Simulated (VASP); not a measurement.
Wanted: the native input for a VASP 6.6.1 run.

```yaml
Task: single point
Functional: PBE
Potentials_or_basis: VASP PAW PBE potentials, release 64 (Si)
Cutoff: 520 eV
k_mesh: 8 × 8 × 8
Occupations: gaussian, width 0.1 eV
Spin: no spin polarisation
Dipole_correction: no
Further_INCAR_settings: ALGO = Normal; EDIFF = 1e-06; NBANDS = 16
```

The structure of Si lies in POSCAR:

```
Si
1.0
   -1.5507345900      1.5507345900      5.2474376800
    1.5507345900     -1.5507345900      5.2474376800
    1.5507345900      1.5507345900     -5.2474376800
Si
4
Direct
    0.7920000000      0.7920000000      0.0000000000
    0.5420000000      0.0420000000      0.5000000000
    0.2080000000      0.2080000000      0.0000000000
    0.9580000000      0.4580000000      0.5000000000
```

The cell was built from a structure type or drawn by symmetry, and may not be a known phase.

These files were run (other wordings do the same):

INCAR

```
SYSTEM = Si
PREC = Accurate ; ENCUT = 520
EDIFF = 1E-6 ; ISMEAR = 0
SIGMA = 0.1 ; LREAL = .FALSE.
LASPH = .TRUE. ; NELM = 60
ALGO = Normal ; ISIF = 2
LWAVE = .FALSE. ; LCHARG = .TRUE.
GGA = PE ; LELF = .TRUE.
LVHAR = .TRUE. ; NBANDS = 16
```

KPOINTS

```
regular mesh
0
G
  8 8 8
  0 0 0
```

Potentials or basis: VASP PAW PBE potentials, release 64 (Si).

Command:

```console
$ cat potpaw_PBE.64/Si/POTCAR > POTCAR
$ mpirun -np 1 vasp_std > vasp.out
```

It gave:

```
Pressure               : 36.7 GPa
Largest force          : 0.218 eV/Å
Band gap on the k mesh : zero (bands 8 and 9 overlap by 5.04 eV)
```

Caveat: the cell stands under pressure.

Wall time 40 s on 1 thread of Intel(R) Xeon(R) 6975P-C (Granite Rapids) (shared host), peak memory 0.24 GiB.
